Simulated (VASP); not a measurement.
Crystal: HfO2.

```xyz
3
Lattice="0.0000 2.5292 2.5292 2.5292 0.0000 2.5292 2.5292 2.5292 0.0000" Properties=species:S:1:pos:R:3 pbc="T T T"
Hf    0.0000    0.0000    0.0000
O     1.2646    1.2646    1.2646
O     3.7938    3.7938    3.7938
```

Base run:

```yaml
Program: VASP 6.6.1
Functional: PBE0
Potentials_or_basis: VASP PAW PBE potentials, release 64 (Hf_pv, O)
Cutoff: 520 eV
k_mesh: 6 × 6 × 6
Occupations: gaussian, width 0.01 eV
Spin: no spin polarisation
```

Its results: band gap on the k mesh 6.12 eV; pressure -5.2 GPa.

Problem. The run is repeated on the same cell with these changes: functional from PBE0 to HSE06; further incar settings from ALGO = Normal; EDIFF = 1e-06; NBANDS = 18 to ALGO = Normal; EDIFF = 1e-07; NBANDS = 18. What comes out?

Solution. Band gap on the k mesh 5.36 eV; pressure -5.3 GPa.

Caveats: the cell stands under tension; the PAW data sets were made with another functional, which shifts forces and pressure a little; spin-orbit coupling is left out, which moves the levels of the heavy elements.

A k mesh can miss the band edges.
